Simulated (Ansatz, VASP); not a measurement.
One calculation of Ge, two programs

```xyz
4
Lattice="2.8374 2.8374 0.0000 -2.8374 2.8374 0.0000 0.0000 0.0000 5.6749" Properties=species:S:1:pos:R:3 pbc="T T T"
Ge    0.0000    2.8374    2.8374
Ge    1.4187    1.4187    1.4187
Ge    0.0000    0.0000    0.0000
Ge   -1.4187    1.4187    4.2561
```

Alike in both runs: task single point; functional r2SCAN; k mesh 10 × 10 × 6; occupations gaussian, width 0.02 eV; no spin polarisation.

|  | VASP | Ansatz |
| --- | --- | --- |
| version | VASP 6.6.1 | Ansatz 0.2.0 |
| potentials or method | VASP PAW PBE potentials, release 64 (Ge_d), cutoff 520 eV | scalar-relativistic, plane waves, PAW |
| valence electrons in the cell | 56 | 56 |

Ansatz gave:

* gap on the k mesh at the Fermi level (eV): 0.36
* least direct gap on the mesh (eV): 0.36
* pressure (GPa): 0.0

Problem. Estimate VASP's values.

Solution. gap on the k mesh at the Fermi level (eV): 0.32; least direct gap on the mesh (eV): 0.32; pressure (GPa): 0.1.

VASP's potentials were made for PBE, not for r2SCAN.
